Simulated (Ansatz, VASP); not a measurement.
One calculation of B, two programs

```xyz
12
Lattice="3.1291 0.0019 -0.0001 -0.2307 3.1586 -0.0020 -0.1334 -0.3567 7.8746" Properties=species:S:1:pos:R:3 pbc="T T T"
B     1.8251    0.1308    6.3869
B     2.5360    2.6271    2.3006
B     0.0964    2.7586    5.6176
B     1.1396    0.1325    1.5280
B     2.3898    1.7895    6.8618
B     0.2630    1.0233    2.8417
B     2.5913    1.1272    5.0901
B     0.1807    1.6976    1.0345
B     0.8260    2.2922    7.5710
B     1.1103    1.8096    4.2027
B     1.8005    1.1585    0.2505
B     1.8314    0.2761    3.5497
```

Change from the starting cell: the structure that the rattled cell fell into.

Alike in both runs: functional PBE; k mesh 12 × 12 × 6; occupations gaussian, width 0.1 eV; no spin polarisation.

Ansatz relaxed the structure, and its values are those at the end. VASP's run is a single point on that final structure, the one shown.

|  | VASP | Ansatz |
| --- | --- | --- |
| version | VASP 6.6.1 | Ansatz 0.2.0 |
| potentials or method | VASP PAW PBE potentials, release 64 (B), cutoff 520 eV | scalar-relativistic, plane waves, PAW |
| valence electrons in the cell | 36 | 36 |

|  | VASP | Ansatz | Ansatz less VASP |
| --- | --- | --- | --- |
| gap on the k mesh at the Fermi level (eV) | none | none | - |
| pressure (GPa) | 0.0 | 0.0 | -0.01 |
| rms of the force components (eV/Å) | 0.003 | 0.003 | -0.0001 |

A gap of «none» marks a metal or a gap that the smearing closes. With one functional, cell and mesh, what is left measures potentials, basis and numerics.
